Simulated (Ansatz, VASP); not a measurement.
Sn5Ge: VASP beside Ansatz

```xyz
6
Lattice="3.4676 0.0000 0.0000 0.0000 3.4676 0.0000 0.0000 0.0000 13.1886" Properties=species:S:1:pos:R:3 pbc="T T T"
Sn    0.0000    0.0000    0.0000
Sn    1.7338    1.7338    2.3212
Sn    0.0000    0.0000    4.6918
Sn    0.0000    0.0000    8.4967
Sn    1.7338    1.7338   10.8673
Ge    1.7338    1.7338    6.5943
```

Alike in both runs: functional PBE; k mesh 10 × 10 × 4; occupations gaussian, width 0.1 eV; no spin polarisation.

Ansatz relaxed the structure, and its values are those at the end. VASP's run is a single point on that final structure, the one shown.

|  | VASP | Ansatz |
| --- | --- | --- |
| version | VASP 6.6.1 | Ansatz 0.2.0 |
| potentials or method | VASP PAW PBE potentials, release 64 (Sn_d, Ge_d), cutoff 520 eV | scalar-relativistic, plane waves, PAW |
| valence electrons in the cell | 84 | 84 |

```tsv
	VASP	Ansatz	Ansatz less VASP
gap on the k mesh at the Fermi level (eV)	none	none	-
pressure (GPa)	0.0	0.0	+0.04
```

A gap of «none» marks a metal or a gap that the smearing closes.
